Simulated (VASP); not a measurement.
A run of VASP 6.6.1 is set up as follows.

The input INCAR:

```
PREC = Accurate
ENCUT = 520
EDIFF = 1E-6
ISMEAR = -1
SIGMA = 0.05
LREAL = False
LASPH = True
NELM = 150
ALGO = Normal
ISIF = 2
LWAVE = False
LCHARG = True
ISPIN = 2
MAGMOM = 1
LORBIT = 11
LMAXMIX = 4
GGA = PE
LELF = True
LVHAR = True
NBANDS = 15
```

File KPOINTS:

```
regular mesh
0
Gamma
  18 18 17
```

The input POSCAR:

```
Ni
1.0
    2.4171853131      0.0000000000      0.0000000000
   -1.2085926566      2.0933438868      0.0000000000
    0.0000000000      0.0000000000      2.3565243582
Ni
1
Direct
    0.0000000000      0.0000000000      0.0000000000
```

Potentials or basis: VASP PAW PBE potentials, release 64 (Ni).

Launch:

```sh
$ cat potpaw_PBE.64/Ni/POTCAR > POTCAR
$ mpirun -np 1 vasp_std > vasp.out
```

Problem. Predict the pressure.

Solution. -1.2 GPa.

Problem. Predict the site moments.

Solution. Ni +0.56 μB.

Stress tensor (GPa, compression positive):
```
-1.04  0.00  0.00
 0.00 -1.04  0.00
 0.00  0.00 -1.40
```
